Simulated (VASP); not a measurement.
# Al2Cu (Pm) in VASP: single point with PBEsol

Aim: the single point of Al2Cu with PBEsol.

All numbers are computed with VASP 6.6.1; they aren't measurements. Logs are shortened: lines on timing, memory, paths and dates and some standing lists are left out, and cuts for length are marked.

## 1. The cell of the first run

The structure is monoclinic, space group Pm (No. 6). Conventional cell: a = 4.084 Å, b = 2.846 Å, c = 4.084 Å, α = 90.00°, β = 90.00°, γ = 90.00°. Al (site symmetry m) has 4 Cu at 2.45 to 2.53 Å and 6 Al at 2.70 to 3.08 Å within 3.2 Å. Al (site symmetry m) has 4 Cu at 2.40 to 2.60 Å and 6 Al at 2.70 to 3.08 Å within 3.2 Å. Cu (site symmetry m) has 8 Al at 2.40 to 2.60 Å and 2 Cu at 2.85 Å within 3.2 Å.

## 2. Single point, PBEsol (atoms displaced along a vibrational mode)

INCAR

```
SYSTEM = Al2Cu
  PREC = Accurate
  ENCUT = 520
  EDIFF = 1E-6
  ISMEAR = 0
  SIGMA = 0.15
  LREAL = .FALSE.
  LASPH = .TRUE.
  NELM = 100
  ALGO = Fast
  ISIF = 2
  LWAVE = .FALSE.
  LCHARG = .FALSE.
  GGA = PS
  NBANDS = 16
```

KPOINTS

```
Automatic mesh
0
G
  10 10 14
  0 0 0
```

POSCAR

```
Al2Cu
1.0
    4.0842078946      0.0000000000      0.0000000000
    0.0000000000      4.0842078946      0.0000000000
    0.0000000000      0.0000000000      2.8458943809
Al Cu
2 1
Direct
    0.5024873978      0.0052038551      0.5000000000
   -0.0363105904      0.4777925115      0.5000000000
    0.0143612780      0.0072197178      0.0000000000
```

Potentials or basis: VASP PAW PBE potentials, release 64 (Al, Cu).

The run is started by

```
> cat potpaw_PBE.64/Al/POTCAR potpaw_PBE.64/Cu/POTCAR > POTCAR
> mpirun -np 1 vasp_std > vasp.out
```

OUTCAR:

```text
SYSTEM = Al2Cu
   PREC = Accurate
   ENCUT = 520
   EDIFF = 1E-6
   ISMEAR = 0
   LREAL = .FALSE.
   LASPH = .TRUE.
   NELM = 100
   ISIF = 2
   GGA = PS

 ion  position               nearest neighbor table
   1  0.502  0.005  0.500-   3 2.45   3 2.45   3 2.53   3 2.53   2 2.70   2 2.86   2 2.93   2 3.08

   2  0.964  0.478  0.500-   3 2.40   3 2.40   3 2.60   3 2.60   1 2.70   1 2.86   1 2.93   1 3.08

   3  0.014  0.007  0.000-   2 2.40   2 2.40   1 2.45   1 2.45   1 2.53   1 2.53   2 2.60   2 2.60

  LATTYP: Found a simple tetragonal cell.
 ALAT       =     4.0842078946
 C/A-ratio  =     0.6968044856

  Lattice vectors:

 A1 = (   4.0842078946,   0.0000000000,   0.0000000000)
 A2 = (   0.0000000000,   4.0842078946,   0.0000000000)
 A3 = (   0.0000000000,   0.0000000000,   2.8458943809)

Analysis of symmetry for initial positions (statically):
=====================================================================
 Subroutine PRICEL returns:
 Original cell was already a primitive cell.

 Routine SETGRP: Setting up the symmetry group for a
 simple tetragonal supercell.

 Subroutine GETGRP returns: Found  2 space group operations
 (whereof  2 operations were pure point group operations)
 out of a pool of 16 trial point group operations.

The static configuration has the point symmetry C_1h.

Analysis of symmetry for dynamics (positions and initial velocities):
=====================================================================
 Subroutine PRICEL returns:
 Original cell was already a primitive cell.

 Routine SETGRP: Setting up the symmetry group for a
 simple tetragonal supercell.

 Subroutine GETGRP returns: Found  2 space group operations
 (whereof  2 operations were pure point group operations)
 out of a pool of 16 trial point group operations.

The dynamic configuration has the point symmetry C_1h.

 Subroutine INISYM returns: Found  2 space group operations
 (whereof  2 operations are pure point group operations),
 and found     1 'primitive' translations

----------------------------------------------------------------------------------------

                                     Primitive cell

  volume of cell :      47.4717

  direct lattice vectors                    reciprocal lattice vectors
     4.084207895  0.000000000  0.000000000     0.244845519  0.000000000  0.000000000
     0.000000000  4.084207895  0.000000000     0.000000000  0.244845519  0.000000000
     0.000000000  0.000000000  2.845894381     0.000000000  0.000000000  0.351383385

  length of vectors
     4.084207895  4.084207895  2.845894381     0.244845519  0.244845519  0.351383385

  position of ions in fractional coordinates (direct lattice)
     0.502487398  0.005203855  0.500000000
     0.963689410  0.477792511  0.500000000
     0.014361278  0.007219718  0.000000000

  ion indices of the primitive-cell ions
   primitive index   ion index
                 1           1
                 2           2
                 3           3

----------------------------------------------------------------------------------------

 KPOINTS: Automatic mesh

Automatic generation of k-mesh.
 Grid dimensions read from file:
 generate k-points for:   10   10   14

 Generating k-lattice:

  Cartesian coordinates                     Fractional coordinates (reciprocal lattice)
     0.024484552  0.000000000  0.000000000     0.100000000  0.000000000  0.000000000
     0.000000000  0.024484552  0.000000000     0.000000000  0.100000000  0.000000000
     0.000000000  0.000000000  0.025098813     0.000000000  0.000000000  0.071428571

  Length of vectors
     0.024484552  0.024484552  0.025098813

  Shift w.r.t. Gamma in fractional coordinates (k-lattice)
     0.000000000  0.000000000  0.000000000

 Subroutine IBZKPT returns following result:
 ===========================================

 Found    416 irreducible k-points:

 Following reciprocal coordinates:
            Coordinates               Weight
  0.000000  0.000000  0.000000      1.000000
  0.100000  0.000000  0.000000      2.000000
  0.000000  0.100000  0.000000      2.000000
  0.200000  0.000000  0.000000      2.000000
  0.000000  0.200000  0.000000      2.000000
  0.300000  0.000000  0.000000      2.000000
[... 16 lines left out ...]
 -0.100000  0.400000  0.000000      2.000000
 -0.400000  0.100000  0.000000      2.000000
 [... further k-points ...]
   k-points           NKPTS =    416   k-points in BZ     NKDIM =    416   number of bands    NBANDS=     16
   number of dos      NEDOS =    301   number of ions     NIONS =      3
   total plane-waves  NPLWV =  21600
   dimension x,y,z NGX =    30 NGY =   30 NGZ =   24
   dimension x,y,z NGXF=    60 NGYF=   60 NGZF=   48
   ions per type =               2   1
   NGX,Y,Z   is equivalent  to a cutoff of  12.21, 12.21, 14.02 a.u.
   NGXF,Y,Z  is equivalent  to a cutoff of  24.42, 24.42, 28.04 a.u.
 SYSTEM =  Al2Cu
   PREC   = accura    normal or accurate (medium, high low for compatibility)
   ISTART =      0    job   : 0-new  1-cont  2-samecut
   ICHARG =      2    charge: 1-file 2-atom 10-const
   ISPIN  =      1    spin polarized calculation?
   LNONCOLLINEAR =      F non collinear calculations
   LSORBIT =      F    spin-orbit coupling
   LASPH  =      T    aspherical Exc in radial PAW
   ENCUT  =  520.0 eV  38.22 Ry    6.18 a.u.   7.59  7.59  5.29*2*pi/ulx,y,z
   NELM   =    100;   NELMIN=  2; NELMDL= -5     # of ELM steps
   EDIFF  = 0.1E-05   stopping-criterion for ELM
   LREAL  =      F    real-space projection
[... 7 lines left out ...]
   TEBEG  =    0.0;   TEEND  =   0.0 temperature during run
   PSTRESS=    0.0 pullay stress
   NELECT =      17.0000    total number of electrons
   NUPDOWN=      -1.0000    fix difference up-down
   EMIN   =  10.00;   EMAX   =-10.00  energy-range for DOS
   EFERMI =   0.00;   METHOD = LEGACY
   ISMEAR =     0;   SIGMA  =   0.15  broadening in eV -4-tet -1-fermi 0-gaus
   EFERMI_NEDOS =   21; number of points for ismear=-14 and -15
   IALGO  =     68    algorithm
   IMIX   =      4    mixing-type and parameters
     AMIX     =   0.40;   BMIX     =  1.00
     AMIX_MAG =   1.60;   BMIX_MAG =  1.00
  volume/ion in A,a.u.               =      15.82       106.78
  Fermi-wavevector in a.u.,A,eV,Ry     =   1.162554  2.196908 18.388694  1.351531
  Thomas-Fermi vector in A             =   2.299113
   LORBIT       =      0    0 simple, 1 ext, 2 COOP (PROOUT), +10 PAW based schemes
   GGA     = PS    functional components
   LHFCALC =     F    Hartree Fock is set to
   AEXX    =    0.0000 exact exchange contribution
   IVDW    =     0    specifies the selected vdW correction
   LEPSILON=     F    determine dielectric tensor
   LRPA    =     F    only Hartree local field effects (RPA)
 non-spin polarized calculation
 RMM-DIIS sequential band-by-band and
 Gauss-broadening in eV      SIGMA  =   0.15
  energy-cutoff  :      520.00
  volume of cell :       47.47
 maximum number of plane-waves:      1294
   NGX = 15   NGY = 15   NGZ = 11

 number of electron      16.9999998 magnetization

 Free energy of the ion-electron system (eV)
  ---------------------------------------------------
  ext. energy  EPLUGINS =         0.00000000
  ---------------------------------------------------
  free energy    TOTEN  =       -12.47119069 eV

  energy without entropy =      -12.46101689  energy(sigma->0) =      -12.46610379

 E-fermi :   7.3078     XC(G=0): -10.5891

 val. band max:        7.2879397197   @ k =   0.0000   0.0000   0.0714
 cond. band min:       7.3121611149   @ k =   0.2000   0.1000   0.5000
 fundamental gap:      0.0242213952
 Fermi energy:         7.3078179608

 k-point     1 :       0.0000    0.0000    0.0000
  band No.  band energies     occupation
      1      -3.3880      2.00000
      2       1.7935      2.00000
      3       2.2676      2.00000
      4       2.9542      2.00000
      5       3.1742      2.00000
      6       3.2020      2.00000
[... 8 lines left out ...]
     15      14.5351      0.00000
     16      20.0589      0.00000

 k-point     2 :       0.1000    0.0000    0.0000
  band No.  band energies     occupation
      1      -3.3029      2.00000
      2       1.7434      2.00000
      3       2.2487      2.00000
      4       2.9271      2.00000
      5       3.1725      2.00000
      6       3.2013      2.00000
[... 8 lines left out ...]
     15      15.6734      0.00000
     16      19.8748      0.00000

 k-point     3 :       0.0000    0.1000    0.0000
  band No.  band energies     occupation
      1      -3.3038      2.00000
      2       1.7446      2.00000
      3       2.2465      2.00000
      4       2.9285      2.00000
      5       3.1732      2.00000
      6       3.2004      2.00000
[... 8 lines left out ...]
     15      15.6822      0.00000
     16      19.8599      0.00000

 k-point     4 :       0.2000    0.0000    0.0000
  band No.  band energies     occupation
      1      -3.0514      2.00000
      2       1.4691      2.00000
      3       2.2108      2.00000
      4       2.8634      2.00000
      5       3.1673      2.00000
      6       3.2002      2.00000
[... 8 lines left out ...]
     15      17.4260      0.00000
     16      19.0294      0.00000
[... 324 lines left out ...]
 k-point    22 :       0.4000    0.1000    0.0000
  band No.  band energies     occupation
      1      -2.0617      2.00000
      2       0.0646      2.00000
      3       2.1914      2.00000
      4       2.7153      2.00000
      5       2.9248      2.00000
      6       3.1541      2.00000
[... 8 lines left out ...]
     15      17.3412      0.00000
     16      19.1505      0.00000

 k-point    23 :      -0.1000    0.4000    0.0000
  band No.  band energies     occupation
      1      -2.0829      2.00000
      2       0.0961      2.00000
      3       2.1831      2.00000
      4       2.7309      2.00000
      5       2.9546      2.00000
      6       3.1582      2.00000
[... 8 lines left out ...]
     15      17.3770      0.00000
     16      19.0090      0.00000

 k-point    24 :      -0.4000    0.1000    0.0000
  band No.  band energies     occupation
      1      -2.0613      2.00000
      2       0.0643      2.00000
      3       2.1909      2.00000
      4       2.7091      2.00000
      5       2.9286      2.00000
      6       3.1538      2.00000
[... 8 lines left out ...]
     15      17.3400      0.00000
     16      19.1386      0.00000

 [... further k-points ...]

------------------------ aborting loop because EDIFF is reached ----------------------------------------

  FORCE on cell =-STRESS in cart. coord.  units (eV):
  Direction    XX          YY          ZZ          XY          YZ          ZX
  --------------------------------------------------------------------------------------
  -------------------------------------------------------------------------------------
  Total        0.3760527      0.4191008      0.2604586      0.1421274      0.0000000      0.0000000
  in kB       12.6918460     14.1447268      8.7905253      4.7968269      0.0000000      0.0000000
  external PRESSURE =      11.8756993 kB  Pullay stress =       0.0000000 kB

 VOLUME and BASIS-vectors are now :
 -----------------------------------------------------------------------------
  energy-cutoff  :      520.00
  volume of cell :       47.47
      direct lattice vectors                 reciprocal lattice vectors
     4.084207895  0.000000000  0.000000000     0.244845519  0.000000000  0.000000000
     0.000000000  4.084207895  0.000000000     0.000000000  0.244845519  0.000000000
     0.000000000  0.000000000  2.845894381     0.000000000  0.000000000  0.351383385

 POSITION                                       TOTAL-FORCE (eV/Angst)
 -----------------------------------------------------------------------------------
      2.05226      0.02125      1.42295        -0.052190     -0.301276      0.000000
      3.93591      1.95140      1.42295         0.345342      1.147590      0.000000
      0.05865      0.02949      0.00000        -0.293152     -0.846313      0.000000
 -----------------------------------------------------------------------------------
    total drift:                               -0.000750      0.000098     -0.000006

  FREE ENERGIE OF THE ION-ELECTRON SYSTEM (eV)
  ---------------------------------------------------
  free  energy   TOTEN  =       -12.4711906911 eV

  energy  without entropy=      -12.4610168911  energy(sigma->0) =      -12.46610379
```

Wall time 2.4 min (1 thread of Intel Xeon 6975P-C (Granite Rapids), shared host); peak memory 0.39 GiB.

Results:

| Quantity | Value |
| --- | --- |
| Free energy | -12.4712 eV |
| Pressure | 1.2 GPa |
| Largest force | 1.198 eV/Å |
| Band gap on the k mesh | zero (an odd number of electrons rules out a gap without spin polarisation) |

Forces on the atoms (eV/Å):
```
Al  -0.052 -0.301  0.000
Al   0.345  1.148  0.000
Cu  -0.293 -0.846  0.000
```

Stress tensor (GPa, compression positive):
```
1.27 0.48 0.00
0.48 1.41 0.00
0.00 0.00 0.88
```

Levels at points of the mesh, in eV from the Fermi level:
| k point | band 7 | band 8 | band 9 | band 10 | band 11 | band 12 |
| --- | --- | --- | --- | --- | --- | --- |
| (0.00, 0.00, 0.00) | -2.46 | -2.40 | -0.07 | 0.75 | 6.13 | 6.30 |
| (0.50, 0.00, 0.00) | -4.11 | -1.06 | 1.48 | 1.60 | 2.05 | 7.73 |
| (0.00, 0.50, 0.00) | -4.11 | -1.18 | 1.19 | 1.93 | 2.12 | 7.68 |
| (0.50, 0.50, 0.00) | -4.16 | -4.13 | -2.50 | 8.53 | 8.64 | 9.52 |
| (0.00, 0.00, 0.50) | -3.02 | 2.31 | 2.44 | 2.58 | 2.79 | 2.96 |
| (0.50, 0.00, 0.50) | -3.16 | -2.43 | -1.68 | 3.50 | 4.06 | 4.58 |
| (0.00, 0.50, 0.50) | -3.07 | -2.42 | -1.67 | 3.72 | 3.92 | 4.50 |
| (0.50, 0.50, 0.50) | -2.35 | -2.25 | -0.98 | -0.77 | 0.03 | 0.21 |

Caveat: the cell differs from its parent crystal (atoms displaced along a vibrational mode); the PAW data sets were made with another functional, which shifts forces and pressure a little.
